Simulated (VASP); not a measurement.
# Al5As (F-43m) in VASP: notebook

Al5As is run at these levels: PBE; tasks: single point, relaxation of cell and atoms.

Everything below comes from runs of VASP 6.6.1. Logs are shortened: lines on timing, memory, paths and dates and some standing lists are left out, and cuts for length are marked.

## (1) The cell of the first run

It takes space group F-43m (No. 216, cubic). Conventional cell: a = 7.741 Å, b = 7.741 Å, c = 7.741 Å, α = 90.00°, β = 90.00°, γ = 90.00°. Al (site symmetry 3m) has 3 Al at 1.80 Å and 1 As at 2.25 Å within 2.4 Å. Within 4.4 Å of Al (site symmetry -43m) lie 4 As at 3.35 Å and 12 Al at 3.36 Å. As (site symmetry -43m) has 4 Al at 2.25 Å within 3.0 Å.

## (2) Single point, PBE

INCAR reads:

```
SYSTEM = Al5As
ALGO = Fast
EDIFF = 1E-6
ENCUT = 520
GGA = PE
ISIF = 2
ISMEAR = 0
LASPH = .TRUE.
LCHARG = .FALSE.
LREAL = .FALSE.
LWAVE = .FALSE.
NBANDS = 19
NELM = 60
PREC = Accurate
SIGMA = 0.1
```

KPOINTS reads:

```
k-points
0
G
  4 4 4
  0 0 0
```

POSCAR reads:

```
Al5As
1.0
    0.0000000000      3.8703103800      3.8703103800
    3.8703103800      0.0000000000      3.8703103800
    3.8703103800      3.8703103800      0.0000000000
Al As
5 1
Direct
    0.5822873400      0.5822873400      0.5822873400
    0.5822873400      0.5822873400      0.2531379800
    0.5822873400      0.2531379800      0.5822873400
    0.2531379800      0.5822873400      0.5822873400
    0.0000000000      0.0000000000      0.0000000000
    0.7500000000      0.7500000000      0.7500000000
```

Potentials or basis: VASP PAW PBE potentials, release 64 (Al, As).

Command:

```
> cat potpaw_PBE.64/Al/POTCAR potpaw_PBE.64/As/POTCAR > POTCAR
> mpirun -np 1 vasp_std > vasp.out
```

OUTCAR:

```text
SYSTEM = Al5As
   EDIFF = 1E-6
   ENCUT = 520
   GGA = PE
   ISIF = 2
   ISMEAR = 0
   LASPH = .TRUE.
   LREAL = .FALSE.
   NELM = 60
   PREC = Accurate

 ion  position               nearest neighbor table
   1  0.582  0.582  0.582-   2 1.80   3 1.80   4 1.80   6 2.25   5 3.36   5 3.36   5 3.36
   2  0.582  0.582  0.253-   1 1.80   3 1.80   4 1.80   6 2.25   5 3.36   5 3.36   5 3.36
   3  0.582  0.253  0.582-   1 1.80   2 1.80   4 1.80   6 2.25   5 3.36   5 3.36   5 3.36
   4  0.253  0.582  0.582-   1 1.80   2 1.80   3 1.80   6 2.25   5 3.36   5 3.36   5 3.36
   5  0.000  0.000  0.000-   1 3.36   2 3.36   3 3.36   1 3.36   2 3.36   4 3.36   1 3.36   3 3.36
                             4 3.36   2 3.36   3 3.36   4 3.36
   6  0.750  0.750  0.750-   4 2.25   3 2.25   2 2.25   1 2.25

  LATTYP: Found a face centered cubic cell.
 ALAT       =     7.7406207600

  Lattice vectors:

 A1 = (   0.0000000000,   3.8703103800,   3.8703103800)
 A2 = (   3.8703103800,   0.0000000000,   3.8703103800)
 A3 = (   3.8703103800,   3.8703103800,   0.0000000000)

Analysis of symmetry for initial positions (statically):
=====================================================================
 Subroutine PRICEL returns:
 Original cell was already a primitive cell.

 Routine SETGRP: Setting up the symmetry group for a
 face centered cubic supercell.

 Subroutine GETGRP returns: Found 24 space group operations
 (whereof 24 operations were pure point group operations)
 out of a pool of 48 trial point group operations.

The static configuration has the point symmetry T_d .

Analysis of symmetry for dynamics (positions and initial velocities):
=====================================================================
 Subroutine PRICEL returns:
 Original cell was already a primitive cell.

 Routine SETGRP: Setting up the symmetry group for a
 face centered cubic supercell.

 Subroutine GETGRP returns: Found 24 space group operations
 (whereof 24 operations were pure point group operations)
 out of a pool of 48 trial point group operations.

The dynamic configuration has the point symmetry T_d .

 Subroutine INISYM returns: Found 24 space group operations
 (whereof 24 operations are pure point group operations),
 and found     1 'primitive' translations

----------------------------------------------------------------------------------------

                                     Primitive cell

  volume of cell :     115.9491

  direct lattice vectors                    reciprocal lattice vectors
     0.000000000  3.870310380  3.870310380    -0.129188605  0.129188605  0.129188605
     3.870310380  0.000000000  3.870310380     0.129188605 -0.129188605  0.129188605
     3.870310380  3.870310380  0.000000000     0.129188605  0.129188605 -0.129188605

  length of vectors
     5.473445430  5.473445430  5.473445430     0.223761228  0.223761228  0.223761228

  position of ions in fractional coordinates (direct lattice)
     0.582287340  0.582287340  0.582287340
     0.582287340  0.582287340  0.253137980
     0.582287340  0.253137980  0.582287340
     0.253137980  0.582287340  0.582287340
     0.000000000  0.000000000  0.000000000
     0.750000000  0.750000000  0.750000000

  ion indices of the primitive-cell ions
   primitive index   ion index
                 1           1
                 2           2
                 3           3
                 4           4
                 5           5
                 6           6

----------------------------------------------------------------------------------------

 KPOINTS: k-points

Automatic generation of k-mesh.
 Grid dimensions read from file:
 generate k-points for:    4    4    4

 Generating k-lattice:

  Cartesian coordinates                     Fractional coordinates (reciprocal lattice)
    -0.032297151  0.032297151  0.032297151     0.250000000  0.000000000  0.000000000
     0.032297151 -0.032297151  0.032297151     0.000000000  0.250000000  0.000000000
     0.032297151  0.032297151 -0.032297151     0.000000000  0.000000000  0.250000000

  Length of vectors
     0.055940307  0.055940307  0.055940307

  Shift w.r.t. Gamma in fractional coordinates (k-lattice)
     0.000000000  0.000000000  0.000000000

 Subroutine IBZKPT returns following result:
 ===========================================

 Found      8 irreducible k-points:

 Following reciprocal coordinates:
            Coordinates               Weight
  0.000000  0.000000  0.000000      1.000000
  0.250000  0.000000  0.000000      8.000000
  0.500000  0.000000  0.000000      4.000000
  0.250000  0.250000  0.000000      6.000000
  0.500000  0.250000  0.000000     24.000000
 -0.250000  0.250000  0.000000     12.000000
  0.500000  0.500000  0.000000      3.000000
 -0.250000  0.500000  0.250000      6.000000
   k-points           NKPTS =      8   k-points in BZ     NKDIM =      8   number of bands    NBANDS=     19
   number of dos      NEDOS =    301   number of ions     NIONS =      6
   total plane-waves  NPLWV =  74088
   dimension x,y,z NGX =    42 NGY =   42 NGZ =   42
   dimension x,y,z NGXF=    84 NGYF=   84 NGZF=   84
   ions per type =               5   1
   NGX,Y,Z   is equivalent  to a cutoff of  12.76, 12.76, 12.76 a.u.
   NGXF,Y,Z  is equivalent  to a cutoff of  25.51, 25.51, 25.51 a.u.
 SYSTEM =  Al5As
   PREC   = accura    normal or accurate (medium, high low for compatibility)
   ISTART =      0    job   : 0-new  1-cont  2-samecut
   ICHARG =      2    charge: 1-file 2-atom 10-const
   ISPIN  =      1    spin polarized calculation?
   LNONCOLLINEAR =      F non collinear calculations
   LSORBIT =      F    spin-orbit coupling
   LASPH  =      T    aspherical Exc in radial PAW
   ENCUT  =  520.0 eV  38.22 Ry    6.18 a.u.  10.18 10.18 10.18*2*pi/ulx,y,z
   NELM   =     60;   NELMIN=  2; NELMDL= -5     # of ELM steps
   EDIFF  = 0.1E-05   stopping-criterion for ELM
   LREAL  =      F    real-space projection
   EDIFFG = 0.1E-04   stopping-criterion for IOM
   NSW    =      0    number of steps for IOM
   IBRION =     -1    ionic relax: 0-MD 1-quasi-New 2-CG
   NFREE  =      0    steps in history (QN), initial steepest desc. (CG)
   ISIF   =      2    stress and relaxation
   ISYM   =      2    0-nonsym 1-usesym 2-fastsym
   POTIM  = 0.5000    time-step for ionic-motion
   TEBEG  =    0.0;   TEEND  =   0.0 temperature during run
   PSTRESS=    0.0 pullay stress
   NELECT =      20.0000    total number of electrons
   NUPDOWN=      -1.0000    fix difference up-down
   EMIN   =  10.00;   EMAX   =-10.00  energy-range for DOS
   EFERMI =   0.00;   METHOD = LEGACY
   ISMEAR =     0;   SIGMA  =   0.10  broadening in eV -4-tet -1-fermi 0-gaus
   EFERMI_NEDOS =   21; number of points for ismear=-14 and -15
   IALGO  =     68    algorithm
   IMIX   =      4    mixing-type and parameters
     AMIX     =   0.40;   BMIX     =  1.00
     AMIX_MAG =   1.60;   BMIX_MAG =  1.00
  volume/ion in A,a.u.               =      19.32       130.41
  Fermi-wavevector in a.u.,A,eV,Ry     =   0.911302  1.722111 11.299251  0.830472
  Thomas-Fermi vector in A             =   2.035565
   LORBIT       =      0    0 simple, 1 ext, 2 COOP (PROOUT), +10 PAW based schemes
   GGA     = PE    functional components
   LHFCALC =     F    Hartree Fock is set to
   AEXX    =    0.0000 exact exchange contribution
   IVDW    =     0    specifies the selected vdW correction
   LEPSILON=     F    determine dielectric tensor
   LRPA    =     F    only Hartree local field effects (RPA)
 non-spin polarized calculation
 RMM-DIIS sequential band-by-band and
 Gauss-broadening in eV      SIGMA  =   0.10
  energy-cutoff  :      520.00
  volume of cell :      115.95
 maximum number of plane-waves:      3142
 NGX is ok and might be reduce to    42
   NGX = 21   NGY = 21   NGZ = 21

 number of electron      20.0000000 magnetization

 Free energy of the ion-electron system (eV)
  ---------------------------------------------------
  ext. energy  EPLUGINS =         0.00000000
  ---------------------------------------------------
  free energy    TOTEN  =         1.40888434 eV

  energy without entropy =        1.44430483  energy(sigma->0) =        1.42659459

 E-fermi :   5.8949     XC(G=0):  -9.1562

 val. band max:        5.8900001524   @ k =   0.2500   0.0000   0.0000
 cond. band min:       5.9695010934   @ k =   0.5000   0.2500   0.0000
 fundamental gap:      0.0795009410
 Fermi energy:         5.8949061776

 k-point     1 :       0.0000    0.0000    0.0000
  band No.  band energies     occupation
      1      -7.3328      2.00000
      2      -3.7152      2.00000
      3       1.0049      2.00000
      4       1.0049      2.00000
      5       1.0049      2.00000
      6       1.7291      2.00000
[... 11 lines left out ...]
     18      12.1565      0.00000
     19      13.8134      0.00000

 k-point     2 :       0.2500    0.0000    0.0000
  band No.  band energies     occupation
      1      -7.1112      2.00000
      2      -4.1446      2.00000
      3      -0.1090      2.00000
      4       0.6457      2.00000
      5       0.6457      2.00000
      6       2.0286      2.00000
[... 11 lines left out ...]
     18      10.6076      0.00000
     19      13.4802      0.00000

 k-point     3 :       0.5000    0.0000    0.0000
  band No.  band energies     occupation
      1      -6.8186      2.00000
      2      -4.6304      2.00000
      3      -0.6997      2.00000
      4       0.4265      2.00000
      5       0.4265      2.00000
      6       2.7387      2.00000
[... 11 lines left out ...]
     18      11.4937      0.00000
     19      11.5405      0.00000

 k-point     4 :       0.2500    0.2500    0.0000
  band No.  band energies     occupation
      1      -7.0304      2.00000
      2      -4.2739      2.00000
      3       0.1757      2.00000
      4       0.1757      2.00000
      5       0.3569      2.00000
      6       1.4880      2.00000
[... 11 lines left out ...]
     18      11.1353      0.00000
     19      11.4407      0.00000

 k-point     5 :       0.5000    0.2500    0.0000
  band No.  band energies     occupation
      1      -6.7156      2.00000
      2      -4.7458      2.00000
      3      -0.8962      2.00000
      4       0.0206      2.00000
      5       0.7504      2.00000
      6       1.9591      2.00000
[... 11 lines left out ...]
     18      11.2618      0.00000
     19      11.4160      0.00000

 k-point     6 :      -0.2500    0.2500    0.0000
  band No.  band energies     occupation
      1      -6.8303      2.00000
      2      -4.5827      2.00000
      3      -0.9008      2.00000
      4       0.3901      2.00000
      5       0.7503      2.00000
      6       2.0668      2.00000
[... 11 lines left out ...]
     18      11.0679      0.00000
     19      11.9134      0.00000

 k-point     7 :       0.5000    0.5000    0.0000
  band No.  band energies     occupation
      1      -6.5864      2.00000
      2      -4.9242      2.00000
      3      -0.2608      2.00000
      4      -0.2608      2.00000
      5      -0.0983      2.00000
      6       1.4708      2.00000
[... 11 lines left out ...]
     18      10.4205      0.00000
     19      10.4205      0.00000

 k-point     8 :      -0.2500    0.5000    0.2500
  band No.  band energies     occupation
      1      -6.5845      2.00000
      2      -4.9078      2.00000
      3      -1.0194      2.00000
      4      -0.4429      2.00000
      5       1.3375      2.00000
      6       2.1609      2.00000
[... 11 lines left out ...]
     18      10.8885      0.00000
     19      11.7024      0.00000

------------------------ aborting loop because EDIFF is reached ----------------------------------------

  FORCE on cell =-STRESS in cart. coord.  units (eV):
  Direction    XX          YY          ZZ          XY          YZ          ZX
  --------------------------------------------------------------------------------------
  -------------------------------------------------------------------------------------
  Total       55.2527664     55.2527664     55.2527664      0.0000000     -0.0000000      0.0000000
  in kB      763.4792357    763.4792357    763.4792357      0.0000000     -0.0000000      0.0000000
  external PRESSURE =     763.4792357 kB  Pullay stress =       0.0000000 kB

 VOLUME and BASIS-vectors are now :
 -----------------------------------------------------------------------------
  energy-cutoff  :      520.00
  volume of cell :      115.95
      direct lattice vectors                 reciprocal lattice vectors
     0.000000000  3.870310380  3.870310380    -0.129188605  0.129188605  0.129188605
     3.870310380  0.000000000  3.870310380     0.129188605 -0.129188605  0.129188605
     3.870310380  3.870310380  0.000000000     0.129188605  0.129188605 -0.129188605

 POSITION                                       TOTAL-FORCE (eV/Angst)
 -----------------------------------------------------------------------------------
      4.50727      4.50727      4.50727        17.985465     17.985465     17.985465
      3.23336      3.23336      4.50727       -17.985465    -17.985465     17.985465
      3.23336      4.50727      3.23336       -17.985465     17.985465    -17.985465
      4.50727      3.23336      3.23336        17.985465    -17.985465    -17.985465
      0.00000      0.00000      0.00000         0.000000      0.000000      0.000000
      5.80547      5.80547      5.80547         0.000000      0.000000      0.000000
 -----------------------------------------------------------------------------------
    total drift:                               -0.000000     -0.000000     -0.000000

  FREE ENERGIE OF THE ION-ELECTRON SYSTEM (eV)
  ---------------------------------------------------
  free  energy   TOTEN  =         1.4088843405 eV

  energy  without entropy=        1.4443048346  energy(sigma->0) =        1.42659459
```

Run time: 17 s. Hardware: 1 thread of Intel Xeon 6975P-C (Granite Rapids), shared host; peak memory 0.25 GiB.

Results:

```
Free energy            : 1.4089 eV
Pressure               : 76.3 GPa
Largest force          : 31.152 eV/Å
Band gap on the k mesh : zero (band 10 reaches 7.07 eV, above the bottom of band 11 at 5.27 eV)
```

Forces on the atoms (eV/Å):
```
Al   17.985  17.985  17.985
Al  -17.985 -17.985  17.985
Al  -17.985  17.985 -17.985
Al   17.985 -17.985 -17.985
Al    0.000   0.000   0.000
As    0.000   0.000   0.000
```

Levels at points of the mesh, in eV from the Fermi level:
| k point | band 6 | band 7 | band 8 | band 9 | band 10 | band 11 | band 12 | band 13 | band 14 | band 15 |
| --- | --- | --- | --- | --- | --- | --- | --- | --- | --- | --- |
| (0.00, 0.00, 0.00) | -4.17 | -3.77 | -3.77 | -3.77 | -0.01 | -0.01 | 0.73 | 0.73 | 0.73 | 1.87 |
| (0.50, 0.00, 0.00) | -3.16 | -3.16 | -2.95 | -1.75 | -0.27 | -0.27 | 0.45 | 2.91 | 2.91 | 3.41 |
| (0.50, 0.50, 0.00) | -4.42 | -2.45 | -1.58 | -1.58 | 1.17 | 1.57 | 1.88 | 1.88 | 2.11 | 2.44 |

Caveat: forces of over 1 eV/Å act on the atoms, so gaps and moduli don't describe the material at rest.

## (3) Single point, PBE

This run uses another cell than the first one, of 32.00 Å³/atom, 1.656 times its volume.

INCAR reads:

```
ALGO = Normal
EDIFF = 1E-6
ENCUT = 520
GGA = PE
ISIF = 2
ISMEAR = 0
LASPH = T
LCHARG = F
LREAL = F
LWAVE = F
NBANDS = 19
NELM = 60
PREC = Accurate
SIGMA = 0.1
```

KPOINTS reads:

```
k-points
0
Gamma
  4 4 4
```

POSCAR reads:

```
Al5As
1.0
    0.0000000000      4.5787111553      4.5787111553
    4.5787111553      0.0000000000      4.5787111553
    4.5787111553      4.5787111553      0.0000000000
Al As
5 1
Direct
    0.5992990316      0.5992990316      0.5992990316
    0.5992990316      0.5992990316      0.2021029053
    0.5992990316      0.2021029053      0.5992990316
    0.2021029053      0.5992990316      0.5992990316
    0.0000000000      0.0000000000      0.0000000000
    0.7500000000      0.7500000000      0.7500000000
```

Potentials or basis: VASP PAW PBE potentials, release 64 (Al, As).

Command:

```
> cat potpaw_PBE.64/Al/POTCAR potpaw_PBE.64/As/POTCAR > POTCAR
> mpirun -np 1 vasp_std > vasp.out
```

Wall time 19 s (1 thread of Intel Xeon 6975P-C (Granite Rapids), shared host); peak memory 0.31 GiB.

Results (log left out):

```
Free energy            : -19.3635 eV
Pressure               : 0.2 GPa
Largest force          : 0.024 eV/Å
Band gap on the k mesh : zero (band 10 reaches 3.38 eV, above the bottom of band 11 at 2.25 eV)
```

Forces on the atoms (eV/Å):
```
Al  -0.014 -0.014 -0.014
Al   0.014  0.014 -0.014
Al   0.014 -0.014  0.014
Al  -0.014  0.014  0.014
Al   0.000  0.000  0.000
As   0.000  0.000  0.000
```

Levels at points of the mesh, in eV from the Fermi level:
| k point | band 7 | band 8 | band 9 | band 10 | band 11 | band 12 | band 13 | band 14 |
| --- | --- | --- | --- | --- | --- | --- | --- | --- |
| (0.00, 0.00, 0.00) | -2.68 | -2.68 | -2.68 | 0.04 | 0.04 | 1.10 | 1.10 | 1.10 |
| (0.50, 0.00, 0.00) | -2.20 | -2.20 | -1.66 | -0.24 | -0.24 | 0.10 | 1.81 | 1.81 |
| (0.50, 0.50, 0.00) | -3.16 | -1.34 | -1.34 | 0.81 | 0.88 | 0.88 | 1.03 | 1.27 |

[end of part 1 of 2]
